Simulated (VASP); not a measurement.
# Sc (P6_3/mmc) in VASP: single point with LDA

Aim: the single point of Sc with LDA.

Program: VASP 6.6.1. These are calculated values, not measurements. Logs are shortened: lines on timing, memory, paths and dates and some standing lists are left out, and cuts for length are marked.

### 1 The cell of the first run

The structure is hexagonal, space group P6_3/mmc (No. 194). Conventional cell: a = 3.291 Å, b = 3.291 Å, c = 5.333 Å, α = 90.00°, β = 90.00°, γ = 120.00°. Within 4.3 Å of Sc (site symmetry -6m2) lie 12 Sc at 3.27 to 3.29 Å.

### 2 Single point, LDA

File INCAR:

```
SYSTEM = Sc
ALGO = Fast ; EDIFF = 1E-7
ENCUT = 520 ; GGA = CA
ISIF = 2 ; ISMEAR = 0
LASPH = .TRUE. ; LCHARG = .FALSE.
LREAL = .FALSE. ; LWAVE = .FALSE.
NBANDS = 18 ; NELM = 100
PREC = Accurate ; SIGMA = 0.1
```

File KPOINTS:

```
k-points
0
G
  15 15 8
  0 0 0
```

File POSCAR:

```
Sc
1.0
    3.2912249500      0.0000000000      0.0000000000
   -1.6456124800      2.8502844200      0.0000000000
    0.0000000000      0.0000000000      5.3325723900
Sc
2
Direct
    0.3333333300      0.6666666700      0.2500000000
    0.6666666700      0.3333333300      0.7500000000
```

Potentials or basis: VASP PAW LDA potentials, release 64 (Sc_sv).

On the command line:

```bash
$ cat potpaw_LDA.64/Sc_sv/POTCAR > POTCAR
$ mpirun -np 1 vasp_std > vasp.out
```

OUTCAR:

```text
SYSTEM = Sc
   EDIFF = 1E-7
   ENCUT = 520
   GGA = CA
   ISIF = 2
   ISMEAR = 0
   LASPH = .TRUE.
   LREAL = .FALSE.
   NELM = 100
   PREC = Accurate

 ion  position               nearest neighbor table
   1  0.333  0.667  0.250-   2 3.27   2 3.27   2 3.27   2 3.27   2 3.27   2 3.27
   2  0.667  0.333  0.750-   1 3.27   1 3.27   1 3.27   1 3.27   1 3.27   1 3.27

  LATTYP: Found a hexagonal cell.
 ALAT       =     3.2912249500
 C/A-ratio  =     1.6202394157

  Lattice vectors:

 A1 = (   3.2912249500,   0.0000000000,   0.0000000000)
 A2 = (  -1.6456124800,   2.8502844200,   0.0000000000)
 A3 = (   0.0000000000,   0.0000000000,   5.3325723900)

Analysis of symmetry for initial positions (statically):
=====================================================================
 Subroutine PRICEL returns:
 Original cell was already a primitive cell.

 Routine SETGRP: Setting up the symmetry group for a
 hexagonal supercell.

 Subroutine GETGRP returns: Found 24 space group operations
 (whereof 12 operations were pure point group operations)
 out of a pool of 24 trial point group operations.

The static configuration has the point symmetry D_3d.
 The point group associated with its full space group is D_6h.

Analysis of symmetry for dynamics (positions and initial velocities):
=====================================================================
 Subroutine PRICEL returns:
 Original cell was already a primitive cell.

 Routine SETGRP: Setting up the symmetry group for a
 hexagonal supercell.

 Subroutine GETGRP returns: Found 24 space group operations
 (whereof 12 operations were pure point group operations)
 out of a pool of 24 trial point group operations.

The dynamic configuration has the point symmetry D_3d.
 The point group associated with its full space group is D_6h.

 Subroutine INISYM returns: Found 24 space group operations
 (whereof 12 operations are pure point group operations),
 and found     1 'primitive' translations

----------------------------------------------------------------------------------------

                                     Primitive cell

  volume of cell :      50.0245

  direct lattice vectors                    reciprocal lattice vectors
     3.291224950  0.000000000  0.000000000     0.303838241  0.175421091  0.000000000
    -1.645612480  2.850284420  0.000000000     0.000000000  0.350842180  0.000000000
     0.000000000  0.000000000  5.332572390     0.000000000  0.000000000  0.187526756

  length of vectors
     3.291224950  3.291224956  5.332572390     0.350842181  0.350842180  0.187526756

  position of ions in fractional coordinates (direct lattice)
     0.333333330  0.666666670  0.250000000
     0.666666670  0.333333330  0.750000000

  ion indices of the primitive-cell ions
   primitive index   ion index
                 1           1
                 2           2

----------------------------------------------------------------------------------------

 KPOINTS: k-points

Automatic generation of k-mesh.
 Grid dimensions read from file:
 generate k-points for:   15   15    8

 Generating k-lattice:

  Cartesian coordinates                     Fractional coordinates (reciprocal lattice)
     0.020255883  0.011694739  0.000000000     0.066666667  0.000000000  0.000000000
     0.000000000  0.023389479  0.000000000     0.000000000  0.066666667  0.000000000
     0.000000000  0.000000000  0.023440844     0.000000000  0.000000000  0.125000000

  Length of vectors
     0.023389479  0.023389479  0.023440844

  Shift w.r.t. Gamma in fractional coordinates (k-lattice)
     0.000000000  0.000000000  0.000000000

 Subroutine IBZKPT returns following result:
 ===========================================

 Found    135 irreducible k-points:

 Following reciprocal coordinates:
            Coordinates               Weight
  0.000000  0.000000  0.000000      1.000000
  0.066667  0.000000  0.000000      6.000000
  0.133333  0.000000  0.000000      6.000000
  0.200000  0.000000  0.000000      6.000000
  0.266667  0.000000  0.000000      6.000000
  0.333333  0.000000  0.000000      6.000000
[... 16 lines left out ...]
  0.333333  0.200000  0.000000     12.000000
  0.400000  0.200000  0.000000      6.000000
 [... further k-points ...]
   k-points           NKPTS =    135   k-points in BZ     NKDIM =    135   number of bands    NBANDS=     18
   number of dos      NEDOS =    301   number of ions     NIONS =      2
   total plane-waves  NPLWV =  23040
   dimension x,y,z NGX =    24 NGY =   24 NGZ =   40
   dimension x,y,z NGXF=    48 NGYF=   48 NGZF=   80
   ions per type =               2
   NGX,Y,Z   is equivalent  to a cutoff of  12.12, 12.12, 12.47 a.u.
   NGXF,Y,Z  is equivalent  to a cutoff of  24.25, 24.25, 24.94 a.u.
 SYSTEM =  Sc
   PREC   = accura    normal or accurate (medium, high low for compatibility)
   ISTART =      0    job   : 0-new  1-cont  2-samecut
   ICHARG =      2    charge: 1-file 2-atom 10-const
   ISPIN  =      1    spin polarized calculation?
   LNONCOLLINEAR =      F non collinear calculations
   LSORBIT =      F    spin-orbit coupling
   LASPH  =      T    aspherical Exc in radial PAW
   ENCUT  =  520.0 eV  38.22 Ry    6.18 a.u.   6.12  6.12  9.92*2*pi/ulx,y,z
   NELM   =    100;   NELMIN=  2; NELMDL= -5     # of ELM steps
   EDIFF  = 0.1E-06   stopping-criterion for ELM
   LREAL  =      F    real-space projection
   EDIFFG = 0.1E-05   stopping-criterion for IOM
   NSW    =      0    number of steps for IOM
   IBRION =     -1    ionic relax: 0-MD 1-quasi-New 2-CG
   NFREE  =      0    steps in history (QN), initial steepest desc. (CG)
   ISIF   =      2    stress and relaxation
   ISYM   =      2    0-nonsym 1-usesym 2-fastsym
   POTIM  = 0.5000    time-step for ionic-motion
   TEBEG  =    0.0;   TEEND  =   0.0 temperature during run
   PSTRESS=    0.0 pullay stress
   NELECT =      22.0000    total number of electrons
   NUPDOWN=      -1.0000    fix difference up-down
   EMIN   =  10.00;   EMAX   =-10.00  energy-range for DOS
   EFERMI =   0.00;   METHOD = LEGACY
   ISMEAR =     0;   SIGMA  =   0.10  broadening in eV -4-tet -1-fermi 0-gaus
   EFERMI_NEDOS =   21; number of points for ismear=-14 and -15
   IALGO  =     68    algorithm
   IMIX   =      4    mixing-type and parameters
     AMIX     =   0.40;   BMIX     =  1.00
     AMIX_MAG =   1.60;   BMIX_MAG =  1.00
  volume/ion in A,a.u.               =      25.01       168.79
  Fermi-wavevector in a.u.,A,eV,Ry     =   1.244959  2.352630 21.087965  1.549922
  Thomas-Fermi vector in A             =   2.379202
   LORBIT       =      0    0 simple, 1 ext, 2 COOP (PROOUT), +10 PAW based schemes
   GGA     = CA    functional components
   LHFCALC =     F    Hartree Fock is set to
   AEXX    =    0.0000 exact exchange contribution
   IVDW    =     0    specifies the selected vdW correction
   LEPSILON=     F    determine dielectric tensor
   LRPA    =     F    only Hartree local field effects (RPA)
 non-spin polarized calculation
 RMM-DIIS sequential band-by-band and
 Gauss-broadening in eV      SIGMA  =   0.10
  energy-cutoff  :      520.00
  volume of cell :       50.02
 maximum number of plane-waves:      1368
   NGX = 13   NGY = 13   NGZ = 19

 number of electron      22.0000012 magnetization

 Free energy of the ion-electron system (eV)
  ---------------------------------------------------
  ext. energy  EPLUGINS =         0.00000000
  ---------------------------------------------------
  free energy    TOTEN  =       -13.35696976 eV

  energy without entropy =      -13.33415875  energy(sigma->0) =      -13.34556425

 E-fermi :   3.3835     XC(G=0): -10.0837

 val. band max:        3.3825493536   @ k =   0.2667   0.1333   0.3750
 cond. band min:       3.3837651919   @ k =   0.4000   0.2000   0.3750
 fundamental gap:      0.0012158383
 Fermi energy:         3.3834511009

 k-point     1 :       0.0000    0.0000    0.0000
  band No.  band energies     occupation
      1     -45.4764      2.00000
      2     -45.4156      2.00000
      3     -24.6221      2.00000
      4     -24.2896      2.00000
      5     -24.2896      2.00000
      6     -24.2361      2.00000
[... 10 lines left out ...]
     17       5.7381      0.00000
     18       5.7395      0.00000

 k-point     2 :       0.0667    0.0000    0.0000
  band No.  band energies     occupation
      1     -45.4742      2.00000
      2     -45.4146      2.00000
      3     -24.6164      2.00000
      4     -24.3021      2.00000
      5     -24.2936      2.00000
      6     -24.2491      2.00000
[... 10 lines left out ...]
     17       5.6522      0.00000
     18       5.6791      0.00000

 k-point     3 :       0.1333    0.0000    0.0000
  band No.  band energies     occupation
      1     -45.4679      2.00000
      2     -45.4117      2.00000
      3     -24.6000      2.00000
      4     -24.3374      2.00000
      5     -24.3047      2.00000
      6     -24.2853      2.00000
[... 10 lines left out ...]
     17       5.5311      0.00000
     18       5.5640      0.00000

 k-point     4 :       0.2000    0.0000    0.0000
  band No.  band energies     occupation
      1     -45.4583      2.00000
      2     -45.4077      2.00000
      3     -24.5745      2.00000
      4     -24.3899      2.00000
      5     -24.3377      2.00000
      6     -24.3207      2.00000
[... 10 lines left out ...]
     17       5.5764      0.00000
     18       5.8575      0.00000

 k-point     5 :       0.2667    0.0000    0.0000
  band No.  band energies     occupation
      1     -45.4468      2.00000
      2     -45.4035      2.00000
      3     -24.5422      2.00000
      4     -24.4505      2.00000
      5     -24.3962      2.00000
      6     -24.3385      2.00000
[... 10 lines left out ...]
     17       5.9673      0.00000
     18       6.2306      0.00000

 k-point     6 :       0.3333    0.0000    0.0000
  band No.  band energies     occupation
      1     -45.4351      2.00000
      2     -45.4002      2.00000
      3     -24.5087      2.00000
      4     -24.5069      2.00000
      5     -24.4509      2.00000
      6     -24.3551      2.00000
[... 10 lines left out ...]
     17       6.4410      0.00000
     18       6.6259      0.00000

 k-point     7 :       0.4000   -0.0000    0.0000
  band No.  band energies     occupation
      1     -45.4251      2.00000
      2     -45.3985      2.00000
      3     -24.5543      2.00000
      4     -24.4927      2.00000
      5     -24.4735      2.00000
      6     -24.3679      2.00000
[... 10 lines left out ...]
     17       6.8878      0.00000
     18       7.1542      0.00000

 k-point     8 :       0.4667   -0.0000    0.0000
  band No.  band energies     occupation
      1     -45.4189      2.00000
      2     -45.3982      2.00000
      3     -24.5793      2.00000
      4     -24.5154      2.00000
      5     -24.4507      2.00000
      6     -24.3748      2.00000
[... 10 lines left out ...]
     17       7.2308      0.00000
     18       7.4929      0.00000
[... 229 lines left out ...]
     17       6.9830      0.00000
     18       7.3293      0.00000

 k-point    20 :       0.4000    0.1333    0.0000
  band No.  band energies     occupation
      1     -45.4158      2.00000
      2     -45.3984      2.00000
      3     -24.5647      2.00000
      4     -24.5025      2.00000
      5     -24.4384      2.00000
      6     -24.4008      2.00000
[... 10 lines left out ...]
     17       7.0851      0.00000
     18       7.1274      0.00000

 k-point    21 :       0.2000    0.2000    0.0000
  band No.  band energies     occupation
      1     -45.4322      2.00000
      2     -45.3995      2.00000
      3     -24.4977      2.00000
      4     -24.4781      2.00000
      5     -24.4716      2.00000
      6     -24.3626      2.00000
[... 10 lines left out ...]
     17       6.6201      0.00000
     18       7.0484      0.00000

 k-point    22 :       0.2667    0.2000    0.0000
  band No.  band energies     occupation
      1     -45.4225      2.00000
      2     -45.3982      2.00000
      3     -24.5161      2.00000
      4     -24.4862      2.00000
      5     -24.4645      2.00000
      6     -24.3911      2.00000
[... 10 lines left out ...]
     17       6.9419      0.00000
     18       7.4214      0.00000

 k-point    23 :       0.3333    0.2000    0.0000
  band No.  band energies     occupation
      1     -45.4147      2.00000
      2     -45.3984      2.00000
      3     -24.5417      2.00000
      4     -24.4896      2.00000
      5     -24.4345      2.00000
      6     -24.4177      2.00000
[... 10 lines left out ...]
     17       7.0232      0.00000
     18       7.1557      0.00000

 k-point    24 :       0.4000    0.2000    0.0000
  band No.  band energies     occupation
      1     -45.4114      2.00000
      2     -45.3991      2.00000
      3     -24.5506      2.00000
      4     -24.4884      2.00000
      5     -24.4297      2.00000
      6     -24.4201      2.00000
[... 10 lines left out ...]
     17       7.0156      0.00000
     18       7.0231      0.00000

 [... further k-points ...]
[... 5 lines left out ...]
  --------------------------------------------------------------------------------------
  -------------------------------------------------------------------------------------
  Total       -1.3382810     -1.3382810     -2.2530904      0.0000000     -0.0000000     -0.0000000
  in kB      -42.8622895    -42.8622897    -72.1616877      0.0000001     -0.0000000     -0.0000000
  external PRESSURE =     -52.6287556 kB  Pullay stress =       0.0000000 kB

 VOLUME and BASIS-vectors are now :
 -----------------------------------------------------------------------------
  energy-cutoff  :      520.00
  volume of cell :       50.02
      direct lattice vectors                 reciprocal lattice vectors
     3.291224950  0.000000000  0.000000000     0.303838241  0.175421091  0.000000000
    -1.645612480  2.850284420  0.000000000     0.000000000  0.350842180  0.000000000
     0.000000000  0.000000000  5.332572390     0.000000000  0.000000000  0.187526756

 POSITION                                       TOTAL-FORCE (eV/Angst)
 -----------------------------------------------------------------------------------
     -0.00000      1.90019      1.33314         0.000000     -0.000000      0.000000
      1.64561      0.95009      3.99943        -0.000000      0.000000      0.000000
 -----------------------------------------------------------------------------------
    total drift:                               -0.000006      0.000003     -0.000000

  FREE ENERGIE OF THE ION-ELECTRON SYSTEM (eV)
  ---------------------------------------------------
  free  energy   TOTEN  =       -13.3569697580 eV

  energy  without entropy=      -13.3341587497  energy(sigma->0) =      -13.34556425
```

Run time: 2.1 min. Hardware: 1 thread of AMD EPYC 7R13 (Zen 3), shared host; peak memory 0.18 GiB.

Results:

* Free energy: -13.3570 eV
* Pressure: -5.3 GPa
* Band gap on the k mesh: zero (band 11 reaches 4.17 eV, above the bottom of band 12 at 2.93 eV)

Stress tensor (GPa, compression positive):
```
-4.29  0.00  0.00
 0.00 -4.29  0.00
 0.00  0.00 -7.22
```

Levels at points of the mesh, in eV from the Fermi level:
```tsv
k point	band 8	band 9	band 10	band 11	band 12	band 13	band 14	band 15
(0.00, 0.00, 0.00)	-27.61	-5.06	-1.71	0.40	1.54	1.54	1.55	1.92
(0.00, 0.00, 0.50)	-27.65	-3.61	-3.61	0.79	0.79	1.50	1.50	1.50
```
